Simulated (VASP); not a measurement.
Wanted: the native input for a VASP 6.6.1 run.

| Property | Result |
| --- | --- |
| Task | single point |
| Functional | r2SCAN |
| Potentials or basis | VASP PAW PBE potentials, release 64 (Hf_pv, O) |
| Cutoff | 520 eV |
| k mesh | 6 × 6 × 6 |
| Occupations | gaussian, width 0.1 eV |
| Spin | no spin polarisation |
| Dipole correction | no |
| Further INCAR settings | ALGO = Normal; EDIFF = 1e-06; NBANDS = 18 |

HfO2:

```
Hf O
1.0
     0.00000    2.55750    2.55750
     2.55750    0.00000    2.55750
     2.55750    2.55750    0.00000
Hf O
1 2
Direct
  0.00000 0.00000 0.00000
  0.25000 0.25000 0.25000
  0.75000 0.75000 0.75000
```

These files were run (other wordings do the same):

POSCAR

```
HfO2
1.0
    0.0000000000      2.5575000000      2.5575000000
    2.5575000000      0.0000000000      2.5575000000
    2.5575000000      2.5575000000      0.0000000000
Hf O
1 2
Direct
    0.0000000000      0.0000000000      0.0000000000
    0.2500000000      0.2500000000      0.2500000000
    0.7500000000      0.7500000000      0.7500000000
```

INCAR.step1

```
SYSTEM = HfO2
PREC = Accurate
ENCUT = 520
ISMEAR = 0
SIGMA = 0.1
LREAL = .FALSE.
LASPH = .TRUE.
NELM = 80
NBANDS = 18
GGA = PE
ALGO = Normal
EDIFF = 1E-4
LWAVE = .TRUE.
LCHARG = .FALSE.
```

INCAR.step2

```
SYSTEM = HfO2
PREC = Accurate
ENCUT = 520
EDIFF = 1E-6
ISMEAR = 0
SIGMA = 0.1
LREAL = .FALSE.
LASPH = .TRUE.
NELM = 80
ALGO = Normal
ISIF = 2
LWAVE = .FALSE.
LCHARG = .FALSE.
METAGGA = R2SCAN
LMIXTAU = .TRUE.
NBANDS = 18
ISTART = 1
```

KPOINTS

```
regular mesh
0
G
  6 6 6
  0 0 0
```

Potentials or basis: VASP PAW PBE potentials, release 64 (Hf_pv, O).

The run is started by

```sh
$ cat potpaw_PBE.64/Hf_pv/POTCAR potpaw_PBE.64/O/POTCAR > POTCAR
$ cp INCAR.step1 INCAR
$ mpirun -np 1 vasp_std > vasp.out
$ cp INCAR.step2 INCAR
$ mpirun -np 1 vasp_std > vasp.out
```

It gave:

```
Pressure               : -12.1 GPa
Band gap on the k mesh : 4.21 eV, direct
```

Caveat: the PAW data sets were made with another functional, which shifts forces and pressure a little; spin-orbit coupling is left out, which moves the levels of the heavy elements.

Run time: 39 s on 1 thread of Intel(R) Xeon(R) Platinum 8488C (Sapphire Rapids) (shared host), peak memory 0.17 GiB.
